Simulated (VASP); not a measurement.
Input of a VASP 6.6.1 run:

Contents of INCAR:

```
SYSTEM = Y
PREC = Accurate
ENCUT = 520
EDIFF = 1E-6
ISMEAR = -1
SIGMA = 0.05
LREAL = .FALSE.
LASPH = .TRUE.
NELM = 150
ALGO = Normal
ISIF = 2
LWAVE = .FALSE.
LCHARG = .FALSE.
ISPIN = 2
MAGMOM = 0.47
LORBIT = 11
LMAXMIX = 4
GGA = PE
NBANDS = 16
```

KPOINTS

```
Automatic mesh
0
G
  11 11 11
  0 0 0
```

The input POSCAR:

```
Y
1.0
    3.2734541095      0.0000000000      0.0000000000
    0.0000000000      3.2734541095      0.0000000000
    0.0000000000      0.0000000000      3.2734541095
Y
1
Direct
    0.0000000000      0.0000000000      0.0000000000
```

Potentials or basis: VASP PAW PBE potentials, release 64 (Y_sv).

Launch:

```bash
$ cat potpaw_PBE.64/Y_sv/POTCAR > POTCAR
$ mpirun -np 1 vasp_std > vasp.out
```

(1) Predict the site moments.

(2) What does it give for the pressure?

Results:

(1) Y +0.53 μB.

(2) -0.1 GPa.
